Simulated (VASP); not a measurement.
## SiO2: single point with LDA

Crystal: SiO2.

```
Si O
1.0
     0.00000    4.65478    7.30041
     2.32656    0.00000    7.30041
     2.32656    4.65478    0.00000
Si O
4 8
Direct
  0.56271 0.56271 0.93729
  0.31271 0.31271 0.68729
  0.68729 0.68729 0.31271
  0.93729 0.93729 0.56271
  0.62500 0.12500 0.62500
  0.62500 0.62500 0.12500
  0.62500 0.62500 0.62500
  0.12500 0.62500 0.62500
  0.18263 0.81737 0.18263
  0.81737 0.18263 0.81737
  0.43263 0.06737 0.43263
  0.06737 0.43263 0.06737
```

* Program: VASP 6.6.1
* Task: single point
* Functional: LDA
* Potentials or basis: VASP PAW LDA potentials, release 64 (Si, O)
* Cutoff: 520 eV
* k mesh: 6 × 6 × 6
* Occupations: gaussian, width 0.02 eV
* Spin: no spin polarisation

| Item | Value |
| --- | --- |
| Pressure | 3.7 GPa |
| Largest force | 0.039 eV/Å |
| Band gap on the k mesh | 5.69 eV |

Forces in eV/Å, atoms in the order of the input:
```
Si   0.000  0.000  0.039
Si   0.000  0.000  0.039
Si   0.000  0.000 -0.039
Si   0.000  0.000 -0.039
O    0.000  0.000  0.000
O    0.000  0.000  0.000
O    0.000  0.000  0.000
O    0.000  0.000  0.000
O    0.000 -0.039  0.000
O    0.000  0.039  0.000
O    0.000 -0.039  0.000
O    0.000  0.039  0.000
```

Stress tensor (GPa, compression positive):
```
3.78 0.00 0.00
0.00 3.51 0.00
0.00 0.00 3.75
```

Levels at points of the mesh, in eV from the valence-band top:
```
           k point  band 28  band 29  band 30  band 31  band 32  band 33  band 34  band 35  band 36  band 37
(0.00, 0.00, 0.00)    -0.86    -0.57    -0.45    -0.02     0.00     5.69     8.15     8.26     8.64     8.75
(0.50, 0.00, 0.00)    -0.91    -0.62    -0.56    -0.31    -0.25     8.17     8.72     9.17     9.46     9.65
(0.50, 0.50, 0.00)    -0.82    -0.66    -0.66    -0.14    -0.14     6.86     6.86     8.65     8.65     9.24
(0.50, 0.00, 0.50)    -1.39    -0.93    -0.93    -0.30    -0.30     7.86     7.86     9.33     9.33     9.96
(0.00, 0.50, 0.50)    -1.28    -0.93    -0.93    -0.14    -0.14     8.23     8.23     8.96     8.96     9.71
```

It took 6.5 min on 1 thread of Intel(R) Xeon(R) Platinum 8124M CPU @ 3.00GHz (Skylake/Cascade Lake), on a shared host, peak memory 0.43 GiB.

Caveat: the cell stands under pressure. A k mesh can miss the band edges.
